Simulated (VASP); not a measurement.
## AlN: electric field gradients with PBE

AlN:

```
CELL_PARAMETERS angstrom
0.00000 1.98457 1.98457
1.98457 0.00000 1.98457
1.98457 1.98457 0.00000
ATOMIC_POSITIONS crystal
Al 0.00000 0.00000 0.00000
N 0.50000 0.50000 0.50000
```

This cell differs from its parent crystal: volume scaled by 1.01.

- Program: VASP 6.6.1
- Task: electric field gradients
- Functional: PBE
- Potentials or basis: VASP PAW PBE potentials, release 64 (Al, N)
- Cutoff: 520 eV
- k mesh: 10 × 10 × 10
- Occupations: fermi-dirac, width 0.02 eV
- Spin: no spin polarisation
- Dipole correction: no
- Further INCAR settings: ALGO = Normal; EDIFF = 1e-08; NBANDS = 11

| Property | Result |
| --- | --- |
| Pressure | 21.8 GPa |
| Band gap on the k mesh | 5.16 eV, indirect (least direct gap 6.50 eV) |

Levels at points of the mesh, in eV from the valence-band top:
| k point | band 1 | band 2 | band 3 | band 4 | band 5 | band 6 | band 7 | band 8 | band 9 |
| --- | --- | --- | --- | --- | --- | --- | --- | --- | --- |
| (0.00, 0.00, 0.00) | -18.07 | 0.00 | 0.00 | 0.00 | 6.50 | 12.35 | 12.35 | 12.35 | 17.64 |
| (0.50, 0.00, 0.00) | -14.58 | -8.67 | -1.18 | -1.18 | 6.49 | 11.46 | 11.46 | 14.14 | 16.73 |
| (0.50, 0.50, 0.00) | -13.52 | -7.76 | -2.94 | -2.94 | 5.16 | 5.21 | 14.74 | 18.15 | 18.15 |

Wall time 5.2 s on 1 thread of Intel(R) Xeon(R) Platinum 8488C (Sapphire Rapids) (shared host), peak memory 0.13 GiB.

Caveat: without QUAD_EFG the Cq values of the log hold for a quadrupole moment of 1 mb, not for the nuclei. A k mesh can miss the band edges.
